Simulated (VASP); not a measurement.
Here is a VASP 6.6.1 calculation.

Contents of INCAR:

```
PREC     = Accurate       # precision mode
ENCUT    = 520            # plane-wave cutoff, eV
EDIFF    = 1E-7           # SCF threshold, eV
ISMEAR   = -1             # smearing method
SIGMA    = 0.15           # smearing width, eV
LREAL    = F              # projectors in reciprocal space
LASPH    = T              # aspherical terms in the spheres
NELM     = 60             # most SCF steps
ALGO     = Fast           # electronic algorithm
ISIF     = 2              # what is computed and relaxed
LWAVE    = F              # write WAVECAR
LCHARG   = F              # write CHGCAR
GGA      = PE             # functional
NBANDS   = 19             # bands
```

Contents of KPOINTS:

```
Automatic mesh
0
Gamma
  18 18 10
```

File POSCAR:

```
Ti
1.0
    2.9405230145      0.0000000000      0.0000000000
   -1.4702615073      2.5465676310      0.0000000000
    0.0000000000      0.0000000000      4.6640096419
Ti
2
Direct
    0.3333333333      0.6666666667      0.2500000000
    0.6666666667      0.3333333333      0.7500000000
```

Potentials or basis: VASP PAW PBE potentials, release 64 (Ti_sv).

Run with:

```sh
$ cat potpaw_PBE.64/Ti_sv/POTCAR > POTCAR
$ mpirun -np 1 vasp_std > vasp.out
```

**Question.** Estimate the band gap on the k mesh.

**Answer.** Zero (bands 12 and 13 overlap by 1.10 eV).

**Question.** Predict the pressure.

**Answer.** -0.2 GPa.
